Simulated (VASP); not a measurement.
Input of a VASP 6.6.1 run:

File INCAR:

```
SYSTEM = Na2Be
PREC = Accurate
ENCUT = 600
EDIFF = 1E-6
ISMEAR = 0
SIGMA = 0.1
LREAL = .FALSE.
LASPH = .TRUE.
NELM = 100
ALGO = Normal
ISIF = 3
LWAVE = .FALSE.
LCHARG = .FALSE.
GGA = PE
IBRION = 2
NSW = 90
EDIFFG = -0.04
```

The input KPOINTS:

```
Automatic mesh
0
G
  6 6 6
  0 0 0
```

POSCAR

```
Na2Be
1.0
    4.2074010116      0.0000000000      0.0000000000
   -2.1037005059      3.6437161600      0.0000000000
    0.0000000000      0.0000000000      2.9593352481
Na Be
2 1
Direct
    0.3333333333      0.6666666667      0.5000000000
    0.6666666667      0.3333333333      0.5000000000
    0.0000000000      0.0000000000      0.0000000000
```

Potentials or basis: VASP PAW PBE potentials, release 64 (Na_pv, Be).

Launch:

```console
$ cat potpaw_PBE.64/Na_pv/POTCAR potpaw_PBE.64/Be/POTCAR > POTCAR
$ mpirun -np 1 vasp_std > vasp.out
```

**Question.** What does it give for the band gap on the k mesh?

**Answer.** Zero (band 8 reaches 2.79 eV, above the bottom of band 9 at -0.43 eV).

**Question.** Estimate the relaxed volume.

**Answer.** 22.25 Å³/atom.

**Question.** Predict the relaxed cell.

**Answer.** a = 5.057 Å, b = 5.057 Å, c = 3.014 Å, α = 90.00°, β = 90.00°, γ = 120.00°.

Final structure:
```xyz
3
Lattice="5.0566 0.0000 0.0000 -2.5283 4.3791 0.0000 0.0000 0.0000 3.0139" Properties=species:S:1:pos:R:3 pbc="T T T"
Na    0.0000    2.9194    1.5070
Na    2.5283    1.4597    1.5070
Be    5.0566    0.0000    0.0000
```

Caveat: the volume moved by over 15 % at a fixed basis, so the end points are rough.
